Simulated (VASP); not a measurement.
# CrNi (R-3m) in VASP: further runs

Runs on CrNi. Level: PBE. Tasks: single point.

Everything below comes from runs of VASP 6.6.1. Logs are shortened: lines on timing, memory, paths and dates and some standing lists are left out, and cuts for length are marked.

## (1) The cell of the first run

Symmetry: R-3m, No. 166, trigonal system. Conventional cell: a = 2.489 Å, b = 2.489 Å, c = 12.443 Å, α = 90.00°, β = 90.00°, γ = 120.00°. Ni (site symmetry -3m) has 6 Ni at 2.49 Å and 6 Cr at 2.52 Å within 3.3 Å. Cr (site symmetry -3m) has 6 Cr at 2.49 Å and 6 Ni at 2.52 Å within 3.3 Å.

## (2) Single point, PBE

File INCAR:

```
ALGO     = Fast           # electronic algorithm
EDIFF    = 1E-7           # SCF threshold, eV
ENCUT    = 520            # plane-wave cutoff, eV
GGA      = PE             # functional
ISIF     = 2              # what is computed and relaxed
ISMEAR   = -1             # smearing method
LASPH    = True           # aspherical terms in the spheres
LCHARG   = False          # write CHGCAR
LREAL    = False          # projectors in reciprocal space
LWAVE    = False          # write WAVECAR
NBANDS   = 18             # bands
NELM     = 60             # most SCF steps
PREC     = Accurate       # precision mode
SIGMA    = 0.05           # smearing width, eV
```

File KPOINTS:

```
k-points
0
Gamma
  12 12 12
```

File POSCAR:

```
CrNi
1.0
    1.2444927944      0.7185082499      4.1478027932
   -1.2444927944      0.7185082499      4.1478027932
    0.0000000000     -1.4370164997      4.1478027932
Ni Cr
1 1
Direct
    0.5000000000      0.5000000000      0.5000000000
    0.0000000000      0.0000000000      0.0000000000
```

Potentials or basis: VASP PAW PBE potentials, release 64 (Ni, Cr_pv).

The run is started by

```console
$ cat potpaw_PBE.64/Ni/POTCAR potpaw_PBE.64/Cr_pv/POTCAR > POTCAR
$ mpirun -np 1 vasp_std > vasp.out
```

OUTCAR:

```text
EDIFF = 1E-7
   ENCUT = 520
   GGA = PE
   ISIF = 2
   ISMEAR = -1
   LASPH = True
   LREAL = False
   NELM = 60
   PREC = Accurate

 ion  position               nearest neighbor table
   1  0.500  0.500  0.500-   2 2.52   2 2.52   2 2.52   2 2.52   2 2.52   2 2.52
   2  0.000  0.000  0.000-   1 2.52   1 2.52   1 2.52   1 2.52   1 2.52   1 2.52

  LATTYP: Found a trigonal (rhomboedric) cell.
 ALAT       =     4.3896793085
 COS(alpha) =     0.8392506664

  Lattice vectors:

 A1 = (   1.2444927944,   0.7185082499,   4.1478027932)
 A2 = (  -1.2444927944,   0.7185082499,   4.1478027932)
 A3 = (   0.0000000000,  -1.4370164997,   4.1478027932)

Analysis of symmetry for initial positions (statically):
=====================================================================
 Subroutine PRICEL returns:
 Original cell was already a primitive cell.

 Routine SETGRP: Setting up the symmetry group for a
 trigonal (rhombohedral) supercell.

 Subroutine GETGRP returns: Found 12 space group operations
 (whereof 12 operations were pure point group operations)
 out of a pool of 12 trial point group operations.

The static configuration has the point symmetry D_3d.

Analysis of symmetry for dynamics (positions and initial velocities):
=====================================================================
 Subroutine PRICEL returns:
 Original cell was already a primitive cell.

 Routine SETGRP: Setting up the symmetry group for a
 trigonal (rhombohedral) supercell.

 Subroutine GETGRP returns: Found 12 space group operations
 (whereof 12 operations were pure point group operations)
 out of a pool of 12 trial point group operations.

The dynamic configuration has the point symmetry D_3d.

 Subroutine INISYM returns: Found 12 space group operations
 (whereof 12 operations are pure point group operations),
 and found     1 'primitive' translations

----------------------------------------------------------------------------------------

                                     Primitive cell

  volume of cell :      22.2533

  direct lattice vectors                    reciprocal lattice vectors
     1.244492794  0.718508250  4.147802793     0.401770104  0.231962078  0.080363834
    -1.244492794  0.718508250  4.147802793    -0.401770104  0.231962078  0.080363834
     0.000000000 -1.437016500  4.147802793     0.000000000 -0.463924156  0.080363834

  length of vectors
     4.389679309  4.389679309  4.389679309     0.470833270  0.470833270  0.470833270

  position of ions in fractional coordinates (direct lattice)
     0.500000000  0.500000000  0.500000000
     0.000000000  0.000000000  0.000000000

  ion indices of the primitive-cell ions
   primitive index   ion index
                 1           1
                 2           2

----------------------------------------------------------------------------------------

 KPOINTS: k-points

Automatic generation of k-mesh.
 Grid dimensions read from file:
 generate k-points for:   12   12   12

 Generating k-lattice:

  Cartesian coordinates                     Fractional coordinates (reciprocal lattice)
     0.033480842  0.019330173  0.006696986     0.083333333  0.000000000  0.000000000
    -0.033480842  0.019330173  0.006696986     0.000000000  0.083333333  0.000000000
     0.000000000 -0.038660346  0.006696986    -0.000000000 -0.000000000  0.083333333

  Length of vectors
     0.039236106  0.039236106  0.039236106

  Shift w.r.t. Gamma in fractional coordinates (k-lattice)
     0.000000000  0.000000000  0.000000000

 Subroutine IBZKPT returns following result:
 ===========================================

 Found    189 irreducible k-points:

 Following reciprocal coordinates:
            Coordinates               Weight
  0.000000  0.000000  0.000000      1.000000
  0.083333 -0.000000  0.000000      6.000000
  0.166667  0.000000 -0.000000      6.000000
  0.250000 -0.000000  0.000000      6.000000
  0.333333  0.000000 -0.000000      6.000000
  0.416667 -0.000000  0.000000      6.000000
[... 16 lines left out ...]
  0.500000  0.166667  0.000000     12.000000
 -0.416667  0.166667  0.000000     12.000000
 [... further k-points ...]
   k-points           NKPTS =    189   k-points in BZ     NKDIM =    189   number of bands    NBANDS=     18
   number of dos      NEDOS =    301   number of ions     NIONS =      2
   total plane-waves  NPLWV =  46656
   dimension x,y,z NGX =    36 NGY =   36 NGZ =   36
   dimension x,y,z NGXF=    72 NGYF=   72 NGZF=   72
   ions per type =               1   1
   NGX,Y,Z   is equivalent  to a cutoff of  13.63, 13.63, 13.63 a.u.
   NGXF,Y,Z  is equivalent  to a cutoff of  27.27, 27.27, 27.27 a.u.
 SYSTEM =  unknown system
   PREC   = accura    normal or accurate (medium, high low for compatibility)
   ISTART =      0    job   : 0-new  1-cont  2-samecut
   ICHARG =      2    charge: 1-file 2-atom 10-const
   ISPIN  =      1    spin polarized calculation?
   LNONCOLLINEAR =      F non collinear calculations
   LSORBIT =      F    spin-orbit coupling
   LASPH  =      T    aspherical Exc in radial PAW
   ENCUT  =  520.0 eV  38.22 Ry    6.18 a.u.   8.16  8.16  8.16*2*pi/ulx,y,z
   NELM   =     60;   NELMIN=  2; NELMDL= -5     # of ELM steps
   EDIFF  = 0.1E-06   stopping-criterion for ELM
   LREAL  =      F    real-space projection
   EDIFFG = 0.1E-05   stopping-criterion for IOM
   NSW    =      0    number of steps for IOM
   IBRION =     -1    ionic relax: 0-MD 1-quasi-New 2-CG
   NFREE  =      0    steps in history (QN), initial steepest desc. (CG)
   ISIF   =      2    stress and relaxation
   ISYM   =      2    0-nonsym 1-usesym 2-fastsym
   POTIM  = 0.5000    time-step for ionic-motion
   TEBEG  =    0.0;   TEEND  =   0.0 temperature during run
   PSTRESS=    0.0 pullay stress
   NELECT =      22.0000    total number of electrons
   NUPDOWN=      -1.0000    fix difference up-down
   EMIN   =  10.00;   EMAX   =-10.00  energy-range for DOS
   EFERMI =   0.00;   METHOD = LEGACY
   ISMEAR =    -1;   SIGMA  =   0.05  broadening in eV -4-tet -1-fermi 0-gaus
   EFERMI_NEDOS =   21; number of points for ismear=-14 and -15
   IALGO  =     68    algorithm
   IMIX   =      4    mixing-type and parameters
     AMIX     =   0.40;   BMIX     =  1.00
     AMIX_MAG =   1.60;   BMIX_MAG =  1.00
  volume/ion in A,a.u.               =      11.13        75.09
  Fermi-wavevector in a.u.,A,eV,Ry     =   1.630865  3.081887 36.187676  2.659719
  Thomas-Fermi vector in A             =   2.723095
   LORBIT       =      0    0 simple, 1 ext, 2 COOP (PROOUT), +10 PAW based schemes
   GGA     = PE    functional components
   LHFCALC =     F    Hartree Fock is set to
   AEXX    =    0.0000 exact exchange contribution
   IVDW    =     0    specifies the selected vdW correction
   LEPSILON=     F    determine dielectric tensor
   LRPA    =     F    only Hartree local field effects (RPA)
 non-spin polarized calculation
 RMM-DIIS sequential band-by-band and
  energy-cutoff  :      520.00
  volume of cell :       22.25
 maximum number of plane-waves:       613
 NGX is ok and might be reduce to    36
   NGX = 17   NGY = 17   NGZ = 17

 number of electron      22.0000003 magnetization

 Free energy of the ion-electron system (eV)
  ---------------------------------------------------
  ext. energy  EPLUGINS =         0.00000000
  ---------------------------------------------------
  free energy    TOTEN  =       -14.70547794 eV

  energy without entropy =      -14.68048606  energy(sigma->0) =      -14.69298200

 E-fermi :  10.3233     XC(G=0): -13.5174

 val. band max:       10.3143995784   @ k =  -0.3333   0.1667   0.0000
 cond. band min:      10.3244003795   @ k =   0.0833   0.0833   0.0833
 fundamental gap:      0.0100008011
 Fermi energy:        10.3233013306

 k-point     1 :       0.0000    0.0000    0.0000
  band No.  band energies     occupation
      1     -32.8559      2.00000
      2     -32.2094      2.00000
      3     -32.2094      2.00000
      4       1.7629      2.00000
      5       5.7444      2.00000
      6       8.2647      2.00000
[... 10 lines left out ...]
     17      17.8731      0.00000
     18      30.5323      0.00000

 k-point     2 :       0.0833   -0.0000    0.0000
  band No.  band energies     occupation
      1     -32.8474      2.00000
      2     -32.2667      2.00000
      3     -32.2223      2.00000
      4       2.0210      2.00000
      5       5.9210      2.00000
      6       8.1719      2.00000
[... 10 lines left out ...]
     17      17.9311      0.00000
     18      30.1494      0.00000

 k-point     3 :       0.1667    0.0000   -0.0000
  band No.  band energies     occupation
      1     -32.8243      2.00000
      2     -32.4217      2.00000
      3     -32.2574      2.00000
      4       2.7647      2.00000
      5       6.3812      2.00000
      6       7.8618      2.00000
[... 10 lines left out ...]
     17      18.1767      0.00000
     18      27.5696      0.00000

 k-point     4 :       0.2500   -0.0000    0.0000
  band No.  band energies     occupation
      1     -32.7926      2.00000
      2     -32.6299      2.00000
      3     -32.3051      2.00000
      4       3.8885      2.00000
      5       6.8886      2.00000
      6       7.3943      2.00000
[... 375 lines left out ...]
      4       5.7598      2.00000
      5       6.9274      2.00000
      6       7.3188      2.00000
[... 10 lines left out ...]
     17      20.3295      0.00000
     18      22.8002      0.00000

 k-point    23 :       0.5000    0.1667    0.0000
  band No.  band energies     occupation
      1     -32.9301      2.00000
      2     -32.7284      2.00000
      3     -32.5100      2.00000
      4       6.5584      2.00000
      5       7.0551      2.00000
      6       7.1349      2.00000
[... 10 lines left out ...]
     17      18.3999      0.00000
     18      23.4268      0.00000

 k-point    24 :      -0.4167    0.1667    0.0000
  band No.  band energies     occupation
      1     -32.9656      2.00000
      2     -32.7208      2.00000
      3     -32.5325      2.00000
      4       6.7211      2.00000
      5       6.9668      2.00000
      6       7.3530      2.00000
[... 10 lines left out ...]
     17      19.7098      0.00000
     18      21.7081      0.00000

 [... further k-points ...]

------------------------ aborting loop because EDIFF is reached ----------------------------------------

  FORCE on cell =-STRESS in cart. coord.  units (eV):
  Direction    XX          YY          ZZ          XY          YZ          ZX
  --------------------------------------------------------------------------------------
  -------------------------------------------------------------------------------------
  Total        0.0632398      0.0632398      0.5376846      0.0000000      0.0000000      0.0000000
  in kB        4.5531018      4.5531018     38.7119158      0.0000000      0.0000000      0.0000000
  external PRESSURE =      15.9393731 kB  Pullay stress =       0.0000000 kB

 VOLUME and BASIS-vectors are now :
 -----------------------------------------------------------------------------
  energy-cutoff  :      520.00
  volume of cell :       22.25
      direct lattice vectors                 reciprocal lattice vectors
     1.244492794  0.718508250  4.147802793     0.401770104  0.231962078  0.080363834
    -1.244492794  0.718508250  4.147802793    -0.401770104  0.231962078  0.080363834
     0.000000000 -1.437016500  4.147802793     0.000000000 -0.463924156  0.080363834

 POSITION                                       TOTAL-FORCE (eV/Angst)
 -----------------------------------------------------------------------------------
      0.00000      0.00000      6.22170         0.000000     -0.000000     -0.000000
      0.00000      0.00000      0.00000         0.000000      0.000000      0.000000
 -----------------------------------------------------------------------------------
    total drift:                                0.000000     -0.000000      0.000000

  FREE ENERGIE OF THE ION-ELECTRON SYSTEM (eV)
  ---------------------------------------------------
  free  energy   TOTEN  =       -14.7054779362 eV

  energy  without entropy=      -14.6804860625  energy(sigma->0) =      -14.69298200
```

Wall time 6.4 min (1 thread of Oxide Virtual Turin-like, shared host); peak memory 0.23 GiB.

Results:

```yaml
Free_energy: -14.7055 eV
Pressure: 1.6 GPa
Band_gap_on_the_k_mesh: zero (bands 11 and 12 overlap by 1.60 eV)
```

Caveat: the run has no spin polarisation, though such a crystal can be magnetic. Spin polarisation is off, so any magnetic state and its effect on volume and gap are missing.

## (3) Single point, PBE, collinear spin, ferromagnetic start

File INCAR:

```
ALGO     = Normal         # electronic algorithm
EDIFF    = 1E-7           # SCF threshold, eV
ENCUT    = 520            # plane-wave cutoff, eV
GGA      = PE             # functional
ISIF     = 2              # what is computed and relaxed
ISMEAR   = -1             # smearing method
ISPIN    = 2              # spin polarisation
LASPH    = T              # aspherical terms in the spheres
LCHARG   = F              # write CHGCAR
LMAXMIX  = 4              # l up to which the mixer works
LORBIT   = 11             # projections on sites
LREAL    = F              # projectors in reciprocal space
LWAVE    = F              # write WAVECAR
MAGMOM   = 1 3            # initial moments
NBANDS   = 22             # bands
NELM     = 150            # most SCF steps
PREC     = Accurate       # precision mode
SIGMA    = 0.05           # smearing width, eV
```

KPOINTS is that of step 2.

POSCAR is that of step 2.

Potentials or basis: VASP PAW PBE potentials, release 64 (Ni, Cr_pv).

The run is started by

```console
$ cat potpaw_PBE.64/Ni/POTCAR potpaw_PBE.64/Cr_pv/POTCAR > POTCAR
$ mpirun -np 1 vasp_std > vasp.out
```

It took 17 min on 1 thread of Oxide Virtual Turin-like, shared host; peak memory 0.31 GiB.

It converged, with:

* Free energy: -14.7055 eV
* Pressure: 1.6 GPa
* Band gap on the k mesh: zero (filled and empty bands overlap)
* Net moment: 0.00 μB per cell
* Valence electrons inside the program's atomic spheres: Ni 9.42; Cr 11.01

Stress tensor (GPa, compression positive):
```
0.47 0.00 0.00
0.00 0.47 0.00
0.00 0.00 3.88
```

Levels at points of the mesh, in eV from the Fermi level:
Spin up:
| k point | band 9 | band 10 | band 11 | band 12 | band 13 | band 14 |
| --- | --- | --- | --- | --- | --- | --- |
| (0.00, 0.00, 0.00) | -1.53 | -1.53 | -0.15 | 0.02 | 0.02 | 1.67 |
| (0.50, 0.00, 0.00) | -1.51 | -1.04 | -0.28 | 0.70 | 2.74 | 2.92 |
| (0.50, 0.50, 0.00) | -0.28 | 0.13 | 0.25 | 1.39 | 1.65 | 2.75 |
| (0.50, 0.50, 0.50) | -1.65 | -1.16 | -1.16 | -0.32 | -0.32 | 1.40 |
Spin down:
```
           k point  band 8  band 9  band 10  band 11  band 12  band 13  band 14  band 15
(0.00, 0.00, 0.00)   -1.79   -1.53    -1.53    -0.15     0.02     0.02     1.67     1.67
(0.50, 0.00, 0.00)   -2.24   -1.51    -1.04    -0.28     0.70     2.74     2.92     4.50
(0.50, 0.50, 0.00)   -1.79   -0.28     0.13     0.25     1.39     1.65     2.75     3.09
(0.50, 0.50, 0.50)   -1.96   -1.65    -1.16    -1.16    -0.32    -0.32     1.40     1.40
```

Caveat: an empty level that is flat over the whole mesh can mark a ghost state of the potentials, or a narrow d or f band; the moments typed at the start vanished in this run.

## (4) Single point, PBE, collinear spin, ferrimagnetic start

File INCAR:

```
PREC = Accurate
ENCUT = 520
EDIFF = 1E-7
ISMEAR = -1
SIGMA = 0.05
LREAL = False
LASPH = True
NELM = 150
ALGO = Normal
ISIF = 2
LWAVE = False
LCHARG = False
ISPIN = 2
MAGMOM = 1 -3
LORBIT = 11
LMAXMIX = 4
GGA = PE
NBANDS = 22
```

File KPOINTS:

```
regular mesh
0
Gamma
  12 12 12
```

POSCAR is that of step 3.

The run is started by

```console
$ cat potpaw_PBE.64/Ni/POTCAR potpaw_PBE.64/Cr_pv/POTCAR > POTCAR
$ mpirun -np 1 vasp_std > vasp.out
```

Wall time 14 min (1 thread of Oxide Virtual Turin-like, shared host); peak memory 0.31 GiB.

Results (log left out):

| Quantity | Value |
| --- | --- |
| Free energy | -14.7055 eV |
| Pressure | 1.6 GPa |
| Band gap on the k mesh | zero (filled and empty bands overlap) |
| Net moment | 0.00 μB per cell |
| Valence electrons inside the program's atomic spheres | Ni 9.42; Cr 11.01 |

Stress tensor (GPa, compression positive):
```
0.45 0.00 0.00
0.00 0.45 0.00
0.00 0.00 3.87
```

Levels at points of the mesh, in eV from the Fermi level:
Spin up:
```tsv
k point	band 9	band 10	band 11	band 12	band 13	band 14
(0.00, 0.00, 0.00)	-1.53	-1.53	-0.15	0.02	0.02	1.67
(0.50, 0.00, 0.00)	-1.51	-1.04	-0.28	0.70	2.74	2.92
(0.50, 0.50, 0.00)	-0.28	0.13	0.25	1.39	1.65	2.75
(0.50, 0.50, 0.50)	-1.65	-1.16	-1.16	-0.32	-0.32	1.40
```
Spin down:
| k point | band 8 | band 9 | band 10 | band 11 | band 12 | band 13 | band 14 | band 15 |
| --- | --- | --- | --- | --- | --- | --- | --- | --- |
| (0.00, 0.00, 0.00) | -1.79 | -1.53 | -1.53 | -0.15 | 0.02 | 0.02 | 1.67 | 1.67 |
| (0.50, 0.00, 0.00) | -2.24 | -1.51 | -1.04 | -0.28 | 0.70 | 2.74 | 2.92 | 4.50 |
| (0.50, 0.50, 0.00) | -1.79 | -0.28 | 0.13 | 0.25 | 1.39 | 1.65 | 2.75 | 3.09 |
| (0.50, 0.50, 0.50) | -1.96 | -1.65 | -1.16 | -1.16 | -0.32 | -0.32 | 1.40 | 1.40 |

Caveat: an empty level that is flat over the whole mesh can mark a ghost state of the potentials, or a narrow d or f band; the moments typed at the start vanished in this run.
